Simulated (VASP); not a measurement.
# Cs (P6/mmm) in VASP: single point with PBEsol

Aim: the single point of Cs with PBEsol.

Program: VASP 6.6.1. These are calculated values, not measurements. Logs are shortened: lines on timing, memory, paths and dates and some standing lists are left out, and cuts for length are marked.

## Step 1: The cell of the first run

Symmetry: P6/mmm, No. 191, hexagonal system. Conventional cell: a = 8.593 Å, b = 8.593 Å, c = 5.115 Å, α = 90.00°, β = 90.00°, γ = 120.00°.

## Step 2: Single point, PBEsol

File INCAR:

```
PREC = Accurate ; ENCUT = 520
EDIFF = 1E-6 ; ISMEAR = -1
SIGMA = 0.1 ; LREAL = False
LASPH = True ; NELM = 60
ALGO = Normal ; ISIF = 2
LWAVE = False ; LCHARG = False
GGA = PS ; NBANDS = 20
```

File KPOINTS:

```
regular mesh
0
Gamma
  6 6 8
```

File POSCAR:

```
Cs
1.0
    8.5929610875      0.0000000000      0.0000000000
   -4.2964805438      7.4417225955      0.0000000000
    0.0000000000      0.0000000000      5.1147714747
Cs
3
Direct
    0.0000000000      0.0000000000      0.0000000000
    0.3333333333      0.6666666667      0.5000000000
    0.6666666667      0.3333333333      0.5000000000
```

Potentials or basis: VASP PAW PBE potentials, release 64 (Cs_sv).

On the command line:

```bash
cat potpaw_PBE.64/Cs_sv/POTCAR > POTCAR
mpirun -np 1 vasp_std > vasp.out
```

OUTCAR:

```text
PREC = Accurate
   ENCUT = 520
   EDIFF = 1E-6
   ISMEAR = -1
   LREAL = False
   LASPH = True
   NELM = 60
   ISIF = 2
   GGA = PS

 ion  position               nearest neighbor table
   1  0.000  0.000  0.000-
   2  0.333  0.667  0.500-
   3  0.667  0.333  0.500-

  LATTYP: Found a hexagonal cell.
 ALAT       =     8.5929610875
 C/A-ratio  =     0.5952280503

  Lattice vectors:

 A1 = (   8.5929610875,   0.0000000000,   0.0000000000)
 A2 = (  -4.2964805438,   7.4417225955,   0.0000000000)
 A3 = (   0.0000000000,   0.0000000000,   5.1147714747)

Analysis of symmetry for initial positions (statically):
=====================================================================
 Subroutine PRICEL returns:
 Original cell was already a primitive cell.

 Routine SETGRP: Setting up the symmetry group for a
 hexagonal supercell.

 Subroutine GETGRP returns: Found 24 space group operations
 (whereof 24 operations were pure point group operations)
 out of a pool of 24 trial point group operations.

The static configuration has the point symmetry D_6h.

Analysis of symmetry for dynamics (positions and initial velocities):
=====================================================================
 Subroutine PRICEL returns:
 Original cell was already a primitive cell.

 Routine SETGRP: Setting up the symmetry group for a
 hexagonal supercell.

 Subroutine GETGRP returns: Found 24 space group operations
 (whereof 24 operations were pure point group operations)
 out of a pool of 24 trial point group operations.

The dynamic configuration has the point symmetry D_6h.

 Subroutine INISYM returns: Found 24 space group operations
 (whereof 24 operations are pure point group operations),
 and found     1 'primitive' translations

----------------------------------------------------------------------------------------

                                     Primitive cell

  volume of cell :     327.0714

  direct lattice vectors                    reciprocal lattice vectors
     8.592961088  0.000000000  0.000000000     0.116374320  0.067188745  0.000000000
    -4.296480544  7.441722595  0.000000000     0.000000000  0.134377490  0.000000000
     0.000000000  0.000000000  5.114771475     0.000000000  0.000000000  0.195512156

  length of vectors
     8.592961088  8.592961088  5.114771475     0.134377490  0.134377490  0.195512156

  position of ions in fractional coordinates (direct lattice)
     0.000000000  0.000000000  0.000000000
     0.333333333  0.666666667  0.500000000
     0.666666667  0.333333333  0.500000000

  ion indices of the primitive-cell ions
   primitive index   ion index
                 1           1
                 2           2
                 3           3

----------------------------------------------------------------------------------------

 KPOINTS: regular mesh

Automatic generation of k-mesh.
 Grid dimensions read from file:
 generate k-points for:    6    6    8

 Generating k-lattice:

  Cartesian coordinates                     Fractional coordinates (reciprocal lattice)
     0.019395720  0.011198124  0.000000000     0.166666667  0.000000000  0.000000000
     0.000000000  0.022396248  0.000000000     0.000000000  0.166666667  0.000000000
     0.000000000  0.000000000  0.024439020     0.000000000  0.000000000  0.125000000

  Length of vectors
     0.022396248  0.022396248  0.024439020

  Shift w.r.t. Gamma in fractional coordinates (k-lattice)
     0.000000000  0.000000000  0.000000000

 Subroutine IBZKPT returns following result:
 ===========================================

 Found     35 irreducible k-points:

 Following reciprocal coordinates:
            Coordinates               Weight
  0.000000  0.000000  0.000000      1.000000
  0.166667  0.000000  0.000000      6.000000
  0.333333 -0.000000  0.000000      6.000000
  0.500000 -0.000000  0.000000      3.000000
  0.166667  0.166667  0.000000      6.000000
  0.333333  0.166667  0.000000     12.000000
[... 16 lines left out ...]
  0.166667  0.000000  0.375000     12.000000
  0.333333 -0.000000  0.375000     12.000000
 [... further k-points ...]
   k-points           NKPTS =     35   k-points in BZ     NKDIM =     35   number of bands    NBANDS=     20
   number of dos      NEDOS =    301   number of ions     NIONS =      3
   total plane-waves  NPLWV = 163840
   dimension x,y,z NGX =    64 NGY =   64 NGZ =   40
   dimension x,y,z NGXF=   128 NGYF=  128 NGZF=   80
   ions per type =               3
   NGX,Y,Z   is equivalent  to a cutoff of  12.38, 12.38, 13.00 a.u.
   NGXF,Y,Z  is equivalent  to a cutoff of  24.76, 24.76, 26.00 a.u.
 SYSTEM =  unknown system
   PREC   = accura    normal or accurate (medium, high low for compatibility)
   ISTART =      0    job   : 0-new  1-cont  2-samecut
   ICHARG =      2    charge: 1-file 2-atom 10-const
   ISPIN  =      1    spin polarized calculation?
   LNONCOLLINEAR =      F non collinear calculations
   LSORBIT =      F    spin-orbit coupling
   LASPH  =      T    aspherical Exc in radial PAW
   ENCUT  =  520.0 eV  38.22 Ry    6.18 a.u.  15.98 15.98  9.51*2*pi/ulx,y,z
   NELM   =     60;   NELMIN=  2; NELMDL= -5     # of ELM steps
   EDIFF  = 0.1E-05   stopping-criterion for ELM
   LREAL  =      F    real-space projection
   EDIFFG = 0.1E-04   stopping-criterion for IOM
   NSW    =      0    number of steps for IOM
   IBRION =     -1    ionic relax: 0-MD 1-quasi-New 2-CG
   NFREE  =      0    steps in history (QN), initial steepest desc. (CG)
   ISIF   =      2    stress and relaxation
   ISYM   =      2    0-nonsym 1-usesym 2-fastsym
   POTIM  = 0.5000    time-step for ionic-motion
   TEBEG  =    0.0;   TEEND  =   0.0 temperature during run
   PSTRESS=    0.0 pullay stress
   NELECT =      27.0000    total number of electrons
   NUPDOWN=      -1.0000    fix difference up-down
   EMIN   =  10.00;   EMAX   =-10.00  energy-range for DOS
   EFERMI =   0.00;   METHOD = LEGACY
   ISMEAR =    -1;   SIGMA  =   0.10  broadening in eV -4-tet -1-fermi 0-gaus
   EFERMI_NEDOS =   21; number of points for ismear=-14 and -15
   IALGO  =     38    algorithm
   IMIX   =      4    mixing-type and parameters
     AMIX     =   0.40;   BMIX     =  1.00
     AMIX_MAG =   1.60;   BMIX_MAG =  1.00
  volume/ion in A,a.u.               =     109.02       735.73
  Fermi-wavevector in a.u.,A,eV,Ry     =   0.712823  1.347041  6.913353  0.508117
  Thomas-Fermi vector in A             =   1.800300
   LORBIT       =      0    0 simple, 1 ext, 2 COOP (PROOUT), +10 PAW based schemes
   GGA     = PS    functional components
   LHFCALC =     F    Hartree Fock is set to
   AEXX    =    0.0000 exact exchange contribution
   IVDW    =     0    specifies the selected vdW correction
   LEPSILON=     F    determine dielectric tensor
   LRPA    =     F    only Hartree local field effects (RPA)
 non-spin polarized calculation
  energy-cutoff  :      520.00
  volume of cell :      327.07
 maximum number of plane-waves:      8856
 NGX is ok and might be reduce to    64
   NGX = 31   NGY = 31   NGZ = 19

 number of electron      27.0000003 magnetization

 Free energy of the ion-electron system (eV)
  ---------------------------------------------------
  ext. energy  EPLUGINS =         0.00000000
  ---------------------------------------------------
  free energy    TOTEN  =        -2.86336383 eV

  energy without entropy =       -2.74061338  energy(sigma->0) =       -2.80198860

 E-fermi :   0.5024     XC(G=0):  -5.6158

 val. band max:        0.5006020659   @ k =   0.5000  -0.0000   0.0000
 cond. band min:       0.5069115859   @ k =   0.1667   0.1667   0.5000
 fundamental gap:      0.0063095200
 Fermi energy:         0.5024435956

 k-point     1 :       0.0000    0.0000    0.0000
  band No.  band energies     occupation
      1     -23.3477      2.00000
      2     -23.3364      2.00000
      3     -23.2511      2.00000
      4     -10.1978      2.00000
      5     -10.1978      2.00000
      6     -10.1048      2.00000
[... 12 lines left out ...]
     19       1.5291      0.00007
     20       2.7197      0.00000

 k-point     2 :       0.1667    0.0000    0.0000
  band No.  band energies     occupation
      1     -23.3470      2.00000
      2     -23.3370      2.00000
      3     -23.2511      2.00000
      4     -10.2046      2.00000
      5     -10.1959      2.00000
      6     -10.0972      2.00000
[... 12 lines left out ...]
     19       1.9909      0.00000
     20       2.7446      0.00000

 k-point     3 :       0.3333   -0.0000    0.0000
  band No.  band energies     occupation
      1     -23.3453      2.00000
      2     -23.3387      2.00000
      3     -23.2512      2.00000
      4     -10.2159      2.00000
      5     -10.1837      2.00000
      6     -10.0989      2.00000
[... 12 lines left out ...]
     19       2.2832      0.00000
     20       2.5433      0.00000

 k-point     4 :       0.5000   -0.0000    0.0000
  band No.  band energies     occupation
      1     -23.3439      2.00000
      2     -23.3401      2.00000
      3     -23.2512      2.00000
      4     -10.2207      2.00000
      5     -10.1691      2.00000
      6     -10.1152      2.00000
[... 12 lines left out ...]
     19       2.1828      0.00000
     20       2.1977      0.00000

 k-point     5 :       0.1667    0.1667    0.0000
  band No.  band energies     occupation
      1     -23.3458      2.00000
      2     -23.3382      2.00000
      3     -23.2511      2.00000
      4     -10.2109      2.00000
      5     -10.1905      2.00000
      6     -10.0970      2.00000
[... 12 lines left out ...]
     19       2.2448      0.00000
     20       2.6417      0.00000
[... 353 lines left out ...]
      6     -10.1428      2.00000
[... 12 lines left out ...]
     19       2.1104      0.00000
     20       2.1104      0.00000

 k-point    22 :       0.0000    0.0000    0.3750
  band No.  band energies     occupation
      1     -23.3433      2.00000
      2     -23.3322      2.00000
      3     -23.2469      2.00000
      4     -10.1929      2.00000
      5     -10.1835      2.00000
      6     -10.1835      2.00000
[... 12 lines left out ...]
     19       2.5432      0.00000
     20       2.5433      0.00000

 k-point    23 :       0.1667    0.0000    0.3750
  band No.  band energies     occupation
      1     -23.3427      2.00000
      2     -23.3328      2.00000
      3     -23.2469      2.00000
      4     -10.1926      2.00000
      5     -10.1867      2.00000
      6     -10.1790      2.00000
[... 12 lines left out ...]
     19       2.4008      0.00000
     20       2.5289      0.00000

 k-point    24 :       0.3333   -0.0000    0.3750
  band No.  band energies     occupation
      1     -23.3410      2.00000
      2     -23.3345      2.00000
      3     -23.2469      2.00000
      4     -10.1926      2.00000
      5     -10.1907      2.00000
      6     -10.1722      2.00000
[... 12 lines left out ...]
     19       1.9851      0.00000
     20       2.4929      0.00000

 [... further k-points ...]
[... 5 lines left out ...]
  --------------------------------------------------------------------------------------
  -------------------------------------------------------------------------------------
  Total       -0.0139582     -0.0139582      0.0164102      0.0000000      0.0000000      0.0000000
  in kB       -0.0683748     -0.0683748      0.0803864      0.0000000      0.0000000      0.0000000
  external PRESSURE =      -0.0187878 kB  Pullay stress =       0.0000000 kB

 VOLUME and BASIS-vectors are now :
 -----------------------------------------------------------------------------
  energy-cutoff  :      520.00
  volume of cell :      327.07
      direct lattice vectors                 reciprocal lattice vectors
     8.592961088  0.000000000  0.000000000     0.116374320  0.067188745  0.000000000
    -4.296480544  7.441722595  0.000000000     0.000000000  0.134377490  0.000000000
     0.000000000  0.000000000  5.114771475     0.000000000  0.000000000  0.195512156

 POSITION                                       TOTAL-FORCE (eV/Angst)
 -----------------------------------------------------------------------------------
      0.00000      0.00000      0.00000         0.000000      0.000000     -0.000000
     -0.00000      4.96115      2.55739         0.000000      0.000000     -0.000000
      4.29648      2.48057      2.55739        -0.000000     -0.000000      0.000000
 -----------------------------------------------------------------------------------
    total drift:                                0.000000     -0.000000      0.000000

  FREE ENERGIE OF THE ION-ELECTRON SYSTEM (eV)
  ---------------------------------------------------
  free  energy   TOTEN  =        -2.8633638256 eV

  energy  without entropy=       -2.7406133839  energy(sigma->0) =       -2.80198860
```

It took 1.9 min on 1 thread of Intel Xeon Platinum 8375C at 2.90GHz (Ice Lake), shared host; peak memory 0.51 GiB.

What came out:

* Free energy: -2.8634 eV
* Pressure: 0.0 GPa

Levels at points of the mesh, in eV from the Fermi level:
```
           k point  band 10  band 11  band 12  band 13  band 14  band 15  band 16  band 17
(0.00, 0.00, 0.00)   -10.52   -10.52   -10.48    -1.73     0.68     0.89     0.89     0.90
(0.50, 0.00, 0.00)   -10.54   -10.53   -10.48    -0.86    -0.86     0.00     0.90     1.50
(0.00, 0.00, 0.50)   -10.57   -10.53   -10.53    -0.18     0.08     0.72     0.72     0.92
(0.50, 0.00, 0.50)   -10.56   -10.53   -10.52     0.16     0.19     0.73     0.74     0.86
```

Caveat: the PAW data sets were made with another functional, which shifts forces and pressure a little; spin-orbit coupling is left out, which moves the levels of the heavy elements.
